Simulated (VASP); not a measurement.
Wanted: the native input for a VASP 6.6.1 run.

- Task: single point
- Functional: PBE
- Potentials or basis: VASP PAW PBE potentials, release 64 (Pb_d, Te)
- Cutoff: 520 eV
- k mesh: 8 × 8 × 8
- Occupations: gaussian, width 0.05 eV
- Spin: no spin polarisation
- Dipole correction: no
- Further INCAR settings: ALGO = Normal; EDIFF = 1e-06; NBANDS = 17

The structure of TePb lies in POSCAR:

```
TePb
1.0
    4.0053937448      0.0000000000      0.0000000000
    0.0000000000      4.0053937448      0.0000000000
    0.0000000000      0.0000000000      4.0053937448
Pb Te
1 1
Direct
    0.0000000000      0.0000000000      0.0000000000
    0.5199730676      0.5000000000      0.5000000000
```

This cell differs from its parent crystal: atom 2 (Te) moved 0.08 Å along x.

These files were run (other wordings do the same):

INCAR

```
SYSTEM = TePb
ALGO     = Normal         ! electronic algorithm
EDIFF    = 1E-6           ! SCF threshold, eV
ENCUT    = 520            ! plane-wave cutoff, eV
GGA      = PE             ! functional
ISIF     = 2              ! what is computed and relaxed
ISMEAR   = 0              ! smearing method
LASPH    = .TRUE.         ! aspherical terms in the spheres
LCHARG   = .FALSE.        ! write CHGCAR
LREAL    = .FALSE.        ! projectors in reciprocal space
LWAVE    = .FALSE.        ! write WAVECAR
NBANDS   = 17             ! bands
NELM     = 80             ! most SCF steps
PREC     = Accurate       ! precision mode
SIGMA    = 0.05           ! smearing width, eV
```

KPOINTS

```
k-points
0
G
  8 8 8
  0 0 0
```

Potentials or basis: VASP PAW PBE potentials, release 64 (Pb_d, Te).

Command:

```bash
$ cat potpaw_PBE.64/Pb_d/POTCAR potpaw_PBE.64/Te/POTCAR > POTCAR
$ mpirun -np 1 vasp_std > vasp.out
```

It gave:

The pressure is 0.0 GPa and the largest force is 0.033 eV/Å. The band gap on the k mesh is zero (band 10 reaches 6.59 eV, above the bottom of band 11 at 5.33 eV).

Caveat: the cell differs from its parent crystal (atom 2 (Te) moved 0.08 Å along x); spin-orbit coupling is left out, which moves the levels of the heavy elements.

It took 25 s on 1 thread of Intel(R) Xeon(R) 6975P-C (Granite Rapids), on a shared host, peak memory 0.22 GiB.
